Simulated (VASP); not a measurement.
# Sr (P6/mmm) in VASP: further runs, part 2 of 2

VASP 6.6.1. The steps go on from the part before.

**3. Single point, PBEsol**

Contents of INCAR:

```
SYSTEM = Sr
PREC = Accurate ; ENCUT = 520
EDIFF = 1E-6 ; ISMEAR = 0
SIGMA = 0.1 ; LREAL = .FALSE.
LASPH = .TRUE. ; NELM = 100
ALGO = Fast ; ISIF = 2
LWAVE = .FALSE. ; LCHARG = .TRUE.
GGA = PS ; LELF = .TRUE.
LVHAR = .TRUE. ; NBANDS = 11
```

Contents of KPOINTS:

```
regular mesh
0
G
  15 15 14
  0 0 0
```

Contents of POSCAR:

```
Sr
1.0
    4.0048128173      0.0000000000      0.0000000000
   -2.0024064086      3.4682696372      0.0000000000
    0.0000000000      0.0000000000      3.7238629377
Sr
1
Direct
    0.0000000000      0.0000000000      0.0000000000
```

Potentials or basis: VASP PAW PBE potentials, release 64 (Sr_sv).

Command:

```
$ cat potpaw_PBE.64/Sr_sv/POTCAR > POTCAR
$ mpirun -np 1 vasp_std > vasp.out
```

OUTCAR:

```text
SYSTEM = Sr
   PREC = Accurate
   ENCUT = 520
   EDIFF = 1E-6
   ISMEAR = 0
   LREAL = .FALSE.
   LASPH = .TRUE.
   NELM = 100
   ISIF = 2
   GGA = PS

 ion  position               nearest neighbor table
   1  0.000  0.000  0.000-

  LATTYP: Found a hexagonal cell.
 ALAT       =     4.0048128173
 C/A-ratio  =     0.9298469386

  Lattice vectors:

 A1 = (   4.0048128173,   0.0000000000,   0.0000000000)
 A2 = (  -2.0024064086,   3.4682696372,   0.0000000000)
 A3 = (   0.0000000000,   0.0000000000,   3.7238629377)

Analysis of symmetry for initial positions (statically):
=====================================================================
 Subroutine PRICEL returns:
 Original cell was already a primitive cell.

 Routine SETGRP: Setting up the symmetry group for a
 hexagonal supercell.

 Subroutine GETGRP returns: Found 24 space group operations
 (whereof 24 operations were pure point group operations)
 out of a pool of 24 trial point group operations.

The static configuration has the point symmetry D_6h.

Analysis of symmetry for dynamics (positions and initial velocities):
=====================================================================
 Subroutine PRICEL returns:
 Original cell was already a primitive cell.

 Routine SETGRP: Setting up the symmetry group for a
 hexagonal supercell.

 Subroutine GETGRP returns: Found 24 space group operations
 (whereof 24 operations were pure point group operations)
 out of a pool of 24 trial point group operations.

The dynamic configuration has the point symmetry D_6h.

 Subroutine INISYM returns: Found 24 space group operations
 (whereof 24 operations are pure point group operations),
 and found     1 'primitive' translations

----------------------------------------------------------------------------------------

                                     Primitive cell

  volume of cell :      51.7236

  direct lattice vectors                    reciprocal lattice vectors
     4.004812817  0.000000000  0.000000000     0.249699560  0.144164108  0.000000000
    -2.002406409  3.468269637  0.000000000     0.000000000  0.288328217  0.000000000
     0.000000000  0.000000000  3.723862938     0.000000000  0.000000000  0.268538348

  length of vectors
     4.004812817  4.004812817  3.723862938     0.288328217  0.288328217  0.268538348

  position of ions in fractional coordinates (direct lattice)
     0.000000000  0.000000000  0.000000000

  ion indices of the primitive-cell ions
   primitive index   ion index
                 1           1

----------------------------------------------------------------------------------------

 KPOINTS: regular mesh

Automatic generation of k-mesh.
 Grid dimensions read from file:
 generate k-points for:   15   15   14

 Generating k-lattice:

  Cartesian coordinates                     Fractional coordinates (reciprocal lattice)
     0.016646637  0.009610941  0.000000000     0.066666667  0.000000000  0.000000000
     0.000000000  0.019221881  0.000000000     0.000000000  0.066666667  0.000000000
     0.000000000  0.000000000  0.019181311     0.000000000  0.000000000  0.071428571

  Length of vectors
     0.019221881  0.019221881  0.019181311

  Shift w.r.t. Gamma in fractional coordinates (k-lattice)
     0.000000000  0.000000000  0.000000000

 Subroutine IBZKPT returns following result:
 ===========================================

 Found    216 irreducible k-points:

 Following reciprocal coordinates:
            Coordinates               Weight
  0.000000  0.000000  0.000000      1.000000
  0.066667  0.000000  0.000000      6.000000
  0.133333  0.000000  0.000000      6.000000
  0.200000 -0.000000  0.000000      6.000000
  0.266667  0.000000  0.000000      6.000000
  0.333333  0.000000  0.000000      6.000000
[... 16 lines left out ...]
  0.333333  0.200000  0.000000     12.000000
  0.400000  0.200000  0.000000      6.000000
 [... further k-points ...]
   k-points           NKPTS =    216   k-points in BZ     NKDIM =    216   number of bands    NBANDS=     11
   number of dos      NEDOS =    301   number of ions     NIONS =      1
   total plane-waves  NPLWV =  25200
   dimension x,y,z NGX =    30 NGY =   30 NGZ =   28
   dimension x,y,z NGXF=    60 NGYF=   60 NGZF=   56
   ions per type =               1
   NGX,Y,Z   is equivalent  to a cutoff of  12.45, 12.45, 12.50 a.u.
   NGXF,Y,Z  is equivalent  to a cutoff of  24.91, 24.91, 25.00 a.u.
 SYSTEM =  Sr
   PREC   = accura    normal or accurate (medium, high low for compatibility)
   ISTART =      0    job   : 0-new  1-cont  2-samecut
   ICHARG =      2    charge: 1-file 2-atom 10-const
   ISPIN  =      1    spin polarized calculation?
   LNONCOLLINEAR =      F non collinear calculations
   LSORBIT =      F    spin-orbit coupling
   LASPH  =      T    aspherical Exc in radial PAW
   ENCUT  =  520.0 eV  38.22 Ry    6.18 a.u.   7.45  7.45  6.92*2*pi/ulx,y,z
   NELM   =    100;   NELMIN=  2; NELMDL= -5     # of ELM steps
   EDIFF  = 0.1E-05   stopping-criterion for ELM
   LREAL  =      F    real-space projection
   EDIFFG = 0.1E-04   stopping-criterion for IOM
   NSW    =      0    number of steps for IOM
   IBRION =     -1    ionic relax: 0-MD 1-quasi-New 2-CG
   NFREE  =      0    steps in history (QN), initial steepest desc. (CG)
   ISIF   =      2    stress and relaxation
   ISYM   =      2    0-nonsym 1-usesym 2-fastsym
   POTIM  = 0.5000    time-step for ionic-motion
   TEBEG  =    0.0;   TEEND  =   0.0 temperature during run
   PSTRESS=    0.0 pullay stress
   NELECT =      10.0000    total number of electrons
   NUPDOWN=      -1.0000    fix difference up-down
   EMIN   =  10.00;   EMAX   =-10.00  energy-range for DOS
   EFERMI =   0.00;   METHOD = LEGACY
   ISMEAR =     0;   SIGMA  =   0.10  broadening in eV -4-tet -1-fermi 0-gaus
   EFERMI_NEDOS =   21; number of points for ismear=-14 and -15
   IALGO  =     68    algorithm
   IMIX   =      4    mixing-type and parameters
     AMIX     =   0.40;   BMIX     =  1.00
     AMIX_MAG =   1.60;   BMIX_MAG =  1.00
  volume/ion in A,a.u.               =      51.72       349.05
  Fermi-wavevector in a.u.,A,eV,Ry     =   0.946626  1.788864 12.192200  0.896101
  Thomas-Fermi vector in A             =   2.074642
   LORBIT       =      0    0 simple, 1 ext, 2 COOP (PROOUT), +10 PAW based schemes
   GGA     = PS    functional components
   LHFCALC =     F    Hartree Fock is set to
   AEXX    =    0.0000 exact exchange contribution
   IVDW    =     0    specifies the selected vdW correction
   LEPSILON=     F    determine dielectric tensor
   LRPA    =     F    only Hartree local field effects (RPA)
 non-spin polarized calculation
 RMM-DIIS sequential band-by-band and
 Gauss-broadening in eV      SIGMA  =   0.10
  energy-cutoff  :      520.00
  volume of cell :       51.72
 maximum number of plane-waves:      1424
 NGX is ok and might be reduce to    30
   NGX = 15   NGY = 15   NGZ = 13

 number of electron      10.0000000 magnetization

 Free energy of the ion-electron system (eV)
  ---------------------------------------------------
  ext. energy  EPLUGINS =         0.00000000
  ---------------------------------------------------
  free energy    TOTEN  =        -1.62109915 eV

  energy without entropy =       -1.61648633  energy(sigma->0) =       -1.61879274

 E-fermi :   1.6389     XC(G=0):  -7.6159

 val. band max:        1.6349441592   @ k =   0.4000   0.2000   0.2857
 cond. band min:       1.6557392187   @ k =   0.4667   0.0000   0.2143
 fundamental gap:      0.0207950595
 Fermi energy:         1.6389223722

 k-point     1 :       0.0000    0.0000    0.0000
  band No.  band energies     occupation
      1     -34.9034      2.00000
      2     -16.7757      2.00000
      3     -16.7757      2.00000
      4     -16.7309      2.00000
      5      -2.0089      2.00000
      6       2.3712      0.00000
      7       4.0177      0.00000
      8       4.0177      0.00000
      9       7.0147      0.00000
     10       7.0147      0.00000
     11       9.0903      0.00000

 k-point     2 :       0.0667    0.0000    0.0000
  band No.  band energies     occupation
      1     -34.9024      2.00000
      2     -16.7887      2.00000
      3     -16.7786      2.00000
      4     -16.7296      2.00000
      5      -1.9339      2.00000
      6       2.4021      0.00000
      7       3.8732      0.00000
      8       4.0905      0.00000
      9       6.8409      0.00000
     10       6.9958      0.00000
     11       9.3339      0.00000
[... 295 lines left out ...]
 k-point    24 :       0.4000    0.2000    0.0000
  band No.  band energies     occupation
      1     -34.8792      2.00000
      2     -17.0303      2.00000
      3     -16.9071      2.00000
      4     -16.6978      2.00000
      5       1.0692      2.00000
      6       1.7550      0.10076
      7       2.4299      0.00000
      8       5.2825      0.00000
      9       6.0917      0.00000
     10       6.5527      0.00000
     11       7.1837      0.00000

 [... further k-points ...]
[... 5 lines left out ...]
  --------------------------------------------------------------------------------------
  -------------------------------------------------------------------------------------
  Total       -0.0011455     -0.0011455     -0.0100370     -0.0000000      0.0000000     -0.0000000
  in kB       -0.0354832     -0.0354832     -0.3109036     -0.0000000      0.0000000     -0.0000000
  external PRESSURE =      -0.1272900 kB  Pullay stress =       0.0000000 kB

 VOLUME and BASIS-vectors are now :
 -----------------------------------------------------------------------------
  energy-cutoff  :      520.00
  volume of cell :       51.72
      direct lattice vectors                 reciprocal lattice vectors
     4.004812817  0.000000000  0.000000000     0.249699560  0.144164108  0.000000000
    -2.002406409  3.468269637  0.000000000     0.000000000  0.288328217  0.000000000
     0.000000000  0.000000000  3.723862938     0.000000000  0.000000000  0.268538348

 POSITION                                       TOTAL-FORCE (eV/Angst)
 -----------------------------------------------------------------------------------
      0.00000      0.00000      0.00000         0.000000      0.000000      0.000000
 -----------------------------------------------------------------------------------
    total drift:                               -0.000000      0.000000     -0.000000

  FREE ENERGIE OF THE ION-ELECTRON SYSTEM (eV)
  ---------------------------------------------------
  free  energy   TOTEN  =        -1.6210991479 eV

  energy  without entropy=       -1.6164863303  energy(sigma->0) =       -1.61879274
```

stdout:

```text
POSCAR found type information on POSCAR Sr
 POSCAR found :  1 types and       1 ions
 scaLAPACK will be used
 -----------------------------------------------------------------------------
|                                                                             |
|                                                                             |
|     You enforced a specific xc type in the INCAR file but a different       |
|     I HOPE YOU KNOW WHAT YOU ARE DOING!                                     |
|                                                                             |
 -----------------------------------------------------------------------------

 LDA part: xc-table for (Slater+PW92), standard interpolation
 POSCAR, INCAR and KPOINTS ok, starting setup
 FFT: planning ... GRIDC
 FFT: planning ... GRID_SOFT
 FFT: planning ... GRID
 WAVECAR not read
 entering main loop
WARNING in EDDRMM: call to ZHEGV failed, returncode =   6  3      9
```

Wall time 2.2 min (1 thread of Oxide Virtual Turin-like, shared host); peak memory 0.22 GiB.

What came out:

| Item | Value |
| --- | --- |
| Free energy | -1.6211 eV |
| Pressure | 0.0 GPa |
| Band gap on the k mesh | zero (bands 5 and 6 overlap by 0.71 eV) |

Levels at points of the mesh, in eV from the Fermi level:
| k point | band 3 | band 4 | band 5 | band 6 | band 7 | band 8 |
| --- | --- | --- | --- | --- | --- | --- |
| (0.00, 0.00, 0.00) | -18.41 | -18.37 | -3.65 | 0.73 | 2.38 | 2.38 |
| (0.00, 0.00, 0.50) | -18.38 | -18.38 | -1.36 | -0.16 | 2.94 | 2.94 |

Caveat: the PAW data sets were made with another functional, which shifts forces and pressure a little.

**4. Relaxation of cell and atoms, PBEsol**

This run uses another cell than the first one, of 58.07 Å³/atom.

Contents of INCAR:

```
SYSTEM = Sr
PREC = Accurate
ENCUT = 600
EDIFF = 1E-7
ISMEAR = 0
SIGMA = 0.1
LREAL = .FALSE.
LASPH = .TRUE.
NELM = 100
ALGO = Fast
ISIF = 3
LWAVE = .FALSE.
LCHARG = .FALSE.
GGA = PS
IBRION = 2
NSW = 100
EDIFFG = -0.01
```

KPOINTS is that of step 3.

Contents of POSCAR:

```
Sr
1.0
    4.1555776753      0.0000000000      0.0000000000
   -2.0777888376      3.5988358342      0.0000000000
    0.0000000000      0.0000000000      3.8828678903
Sr
1
Direct
    0.0000000000      0.0000000000      0.0000000000
```

Potentials or basis: VASP PAW PBE potentials, release 64 (Sr_sv).

Command:

```
$ cat potpaw_PBE.64/Sr_sv/POTCAR > POTCAR
$ mpirun -np 1 vasp_std > vasp.out
```

OUTCAR:

```text
SYSTEM = Sr
   PREC = Accurate
   ENCUT = 600
   EDIFF = 1E-7
   ISMEAR = 0
   LREAL = .FALSE.
   LASPH = .TRUE.
   NELM = 100
   ISIF = 3
   GGA = PS
   IBRION = 2
   NSW = 100
   EDIFFG = -0.01

 ion  position               nearest neighbor table
   1  0.000  0.000  0.000-

  LATTYP: Found a hexagonal cell.
 ALAT       =     4.1555776753
 C/A-ratio  =     0.9343750000

  Lattice vectors:

 A1 = (   4.1555776753,   0.0000000000,   0.0000000000)
 A2 = (  -2.0777888376,   3.5988358342,   0.0000000000)
 A3 = (   0.0000000000,   0.0000000000,   3.8828678903)

Analysis of symmetry for initial positions (statically):
[... 354 lines left out ...]
  ---------------------------------------------------
  free energy    TOTEN  =        -1.62113716 eV

  energy without entropy =       -1.61655944  energy(sigma->0) =       -1.61884830

 E-fermi :   1.6449     XC(G=0):  -7.6213

 val. band max:        1.6401364887   @ k =   0.4000   0.2000   0.2857
 cond. band min:       1.6616723734   @ k =   0.4667  -0.0000   0.2143
 fundamental gap:      0.0215358847
 Fermi energy:         1.6449000725

 k-point     1 :       0.0000    0.0000    0.0000
  band No.  band energies     occupation
      1     -34.8947      2.00000
      2     -16.7666      2.00000
      3     -16.7666      2.00000
      4     -16.7213      2.00000
      5      -2.0051      2.00000
      6       2.3766      0.00000
      7       4.0250      0.00000
      8       4.0250      0.00000
      9       7.0283      0.00000
[... 265 lines left out ...]
 k-point    24 :       0.4000    0.2000    0.0000
  band No.  band energies     occupation
      1     -34.8703      2.00000
      2     -17.0225      2.00000
      3     -16.8987      2.00000
      4     -16.6880      2.00000
      5       1.0752      2.00000
      6       1.7625      0.09642
      7       2.4364      0.00000
      8       5.2936      0.00000
      9       6.1040      0.00000

 [... further k-points ...]
[... 5 lines left out ...]
  --------------------------------------------------------------------------------------
  -------------------------------------------------------------------------------------
  Total        0.0058609      0.0058609     -0.0021245      0.0000000      0.0000000      0.0000000
  in kB        0.1818595      0.1818595     -0.0659207      0.0000000      0.0000000      0.0000000
  external PRESSURE =       0.0992661 kB  Pullay stress =       0.0000000 kB
[... 16 lines left out ...]
  FREE ENERGIE OF THE ION-ELECTRON SYSTEM (eV)
  ---------------------------------------------------
  free  energy   TOTEN  =        -1.6211371638 eV

  energy  without entropy=       -1.6165594383  energy(sigma->0) =       -1.61884830

 reached required accuracy - stopping structural energy minimisation
```

CONTCAR:

```text
Sr
   1.00000000000000
     4.0027777370845756   -0.0000000000021471    0.0000000000000000
    -2.0013888684959862    3.4665072060108550   -0.0000000000000000
     0.0000000000000000    0.0000000000000000    3.7212355300590545
  Sr
     1
Direct
     0.0000000000000000    0.0000000000000000    0.0000000000000000

  0.00000000E+00  0.00000000E+00  0.00000000E+00
```

Wall time 18 min (1 thread of Oxide Virtual Turin-like, shared host); peak memory 0.3 GiB.

Results:

```
Free energy                           : -1.6211 eV
Relaxed volume                        : 51.63 Å³/atom
Relaxed cell                          : a = 4.003 Å, b = 4.003 Å, c = 3.721 Å, α = 90.00°, β = 90.00°, γ = 120.00°
Space group after relaxing (to 0.1 Å) : P6/mmm (No. 191)
Energy gained by relaxing             : 19.8 meV/atom
Ionic steps                           : 6
Pressure after relaxing               : 0.0 GPa
Band gap on the k mesh                : zero (bands 5 and 6 overlap by 0.71 eV)
```

The path:
```tsv
step	energy change (eV)	largest force (eV/Å)	pressure (GPa)	volume (Å³)
1	0.0000	0.0000	-0.91	58.07
2	-0.0128	0.0000	-0.56	55.35
3	-0.0180	0.0000	-0.12	52.72
4	-0.0181	0.0000	-0.06	52.36
5	-0.0197	0.0000	-0.01	51.80
6	-0.0198	0.0000	0.01	51.63
```

Final structure:
```
Sr
1.0
     4.00278    0.00000    0.00000
    -2.00139    3.46651    0.00000
     0.00000    0.00000    3.72124
Sr
1
Direct
  0.00000 0.00000 0.00000
```

Levels at points of the mesh, in eV from the Fermi level:
```tsv
k point	band 3	band 4	band 5	band 6	band 7	band 8
(0.00, 0.00, 0.00)	-18.41	-18.37	-3.65	0.73	2.38	2.38
(0.00, 0.00, 0.50)	-18.38	-18.38	-1.36	-0.15	2.94	2.94
```

Caveat: the PAW data sets were made with another functional, which shifts forces and pressure a little.

**5. Relaxation of cell and atoms, PBEsol**

Contents of INCAR:

```
PREC     = Accurate       # precision mode
ENCUT    = 600            # plane-wave cutoff, eV
EDIFF    = 1E-6           # SCF threshold, eV
ISMEAR   = 0              # smearing method
SIGMA    = 0.1            # smearing width, eV
LREAL    = F              # projectors in reciprocal space
LASPH    = T              # aspherical terms in the spheres
NELM     = 100            # most SCF steps
ALGO     = Fast           # electronic algorithm
ISIF     = 3              # what is computed and relaxed
LWAVE    = F              # write WAVECAR
LCHARG   = F              # write CHGCAR
GGA      = PS             # functional
IBRION   = 2              # ionic algorithm
NSW      = 100            # ionic steps
EDIFFG   = -0.01          # ionic threshold
```

Contents of KPOINTS:

```
Automatic mesh
0
Gamma
  18 18 16
```

Contents of POSCAR:

```
Sr
1.0
    4.0048128173      0.0000000000      0.0000000000
   -2.0024064086      3.4682696372      0.0000000000
    0.0000000000      0.0000000000      3.7238629377
Sr
1
Direct
    0.0000000000      0.0000000000      0.0000000000
```

Command:

```
$ cat potpaw_PBE.64/Sr_sv/POTCAR > POTCAR
$ mpirun -np 1 vasp_std > vasp.out
```

Wall time 2.8 min (1 thread of Oxide Virtual Turin-like, shared host); peak memory 0.31 GiB.

Results (log left out):

```
Free energy             : -1.6205 eV
Pressure after relaxing : 0.0 GPa
Band gap on the k mesh  : zero (bands 5 and 6 overlap by 0.70 eV)
```

Final structure:
```xyz
1
Lattice="4.0048 0.0000 0.0000 -2.0024 3.4683 0.0000 0.0000 0.0000 3.7239" Properties=species:S:1:pos:R:3 pbc="T T T"
Sr    0.0000    0.0000    0.0000
```

Levels at points of the mesh, in eV from the Fermi level:
| k point | band 3 | band 4 | band 5 | band 6 | band 7 | band 8 |
| --- | --- | --- | --- | --- | --- | --- |
| (0.00, 0.00, 0.00) | -18.41 | -18.36 | -3.64 | 0.74 | 2.39 | 2.39 |
| (0.50, 0.00, 0.00) | -18.48 | -18.33 | -1.11 | 0.17 | 0.96 | 3.45 |
| (0.00, 0.00, 0.50) | -18.37 | -18.37 | -1.36 | -0.15 | 2.94 | 2.94 |
| (0.50, 0.00, 0.50) | -18.65 | -18.44 | -0.46 | 0.49 | 2.60 | 2.87 |

Caveat: the PAW data sets were made with another functional, which shifts forces and pressure a little.

**6. Overview**

```tsv
task	cell	k mesh	cutoff (eV)	gap on the mesh (eV)	pressure (GPa)	relaxed volume (Å³/atom)
single point	a = 4.005, b = 4.005, c = 3.724 Å, angles 90.0, 90.0, 120.0°, 1 atom	18 × 18 × 16	520	none	0.0	-
single point	a = 4.005, b = 4.005, c = 3.724 Å, angles 90.0, 90.0, 120.0°, 1 atom	15 × 15 × 14	520	none	0.0	-
relaxation of cell and atoms	relaxed from a = 4.156, b = 4.156, c = 3.883 Å, angles 90.0, 90.0, 120.0°, 1 atom	15 × 15 × 14	600	none	0.0	51.63
relaxation of cell and atoms	relaxed from a = 4.005, b = 4.005, c = 3.724 Å, angles 90.0, 90.0, 120.0°, 1 atom	18 × 18 × 16	600	none	0.0	51.72
```

Alike in all rows: level PBEsol; potentials or basis VASP PAW PBE potentials, release 64 (Sr_sv); no spin polarisation; smearing gaussian 0.1 eV.

Caveats: the PAW data sets were made with another functional, which shifts forces and pressure a little.

Total energies depend on the potentials used, so only differences within one code and one set of settings carry meaning.

The gap in the log of VASP goes by the Fermi energy; the results here count the filled bands.